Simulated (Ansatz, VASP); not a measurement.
## CdSe: VASP beside Ansatz

Contents of INCAR:

```
ALGO = Normal
EDIFF = 1E-6
ENCUT = 520
GGA = PE
ISIF = 2
ISMEAR = 0
LASPH = True
LCHARG = True
LELF = True
LREAL = False
LVHAR = True
LWAVE = False
NBANDS = 26
NELM = 100
PREC = Accurate
SIGMA = 0.05
```

Contents of KPOINTS:

```
k-points
0
Gamma
  6 6 4
```

POSCAR

```
CdSe
1.0
    4.2984999142      0.0000000000      0.0000000000
   -2.1492499571      3.7226101239      0.0000000000
    0.0000000000      0.0000000000      7.0152000000
Cd Se
2 2
Direct
    0.6666666667      0.3333333333     -0.0320732125
    0.3333333333      0.6666666667      0.5000000000
    0.6666666667      0.3333333333      0.3750000000
    0.3333333333      0.6666666667      0.8750000000
```

Input for Ansatz:

```yaml
crystal:
  lattice:
    - [4.2984999142, 0.0, 0.0]
    - [-2.1492499571, 3.7226101239, 0.0]
    - [0.0, 0.0, 7.0152]
  atoms:
    - { symbol: Cd, position: [0.6666666667, 0.3333333333, -0.0320732125] }
    - { symbol: Cd, position: [0.3333333333, 0.6666666667, 0.5] }
    - { symbol: Se, position: [0.6666666667, 0.3333333333, 0.375] }
    - { symbol: Se, position: [0.3333333333, 0.6666666667, 0.875] }
basis:
  ecutwfc: 420
kpoints:
  mp_grid: { grid: [6, 6, 4] }
hamiltonian:
  xc: pbe
scf:
  occupations: { method: gaussian, width: 0.05 }
output:
  forces: true
  stress: true
  eigenvalues: true
```

Alike in both runs: task single point; functional PBE; k mesh 6 × 6 × 4; occupations gaussian, width 0.05 eV; no spin polarisation.

|  | VASP | Ansatz |
| --- | --- | --- |
| version | VASP 6.6.1 | Ansatz 0.2.0 |
| potentials or method | VASP PAW PBE potentials, release 64 (Cd, Se), cutoff 520 eV | scalar-relativistic, plane waves, PAW |
| valence electrons in the cell | 36 | 72 |

|  | VASP | Ansatz | Ansatz less VASP |
| --- | --- | --- | --- |
| gap on the k mesh at the Fermi level (eV) | 0.60 | 0.60 | +0.001 |
| least direct gap on the mesh (eV) | 0.60 | 0.60 | +0.001 |
| pressure (GPa) | 3.8 | 3.4 | -0.34 |
| traceless stress, the component that is largest in VASP (GPa) | -1.92 | -1.84 | +0.078 |
| rms of the force components (eV/Å) | 0.325 | 0.317 | -0.0083 |

Atom by atom the forces differ by 0.009 eV/Å (rms over components). VASP's potentials hold 36 valence electrons a cell and Ansatz's 72, so a difference there can come from the potentials and not from the codes.
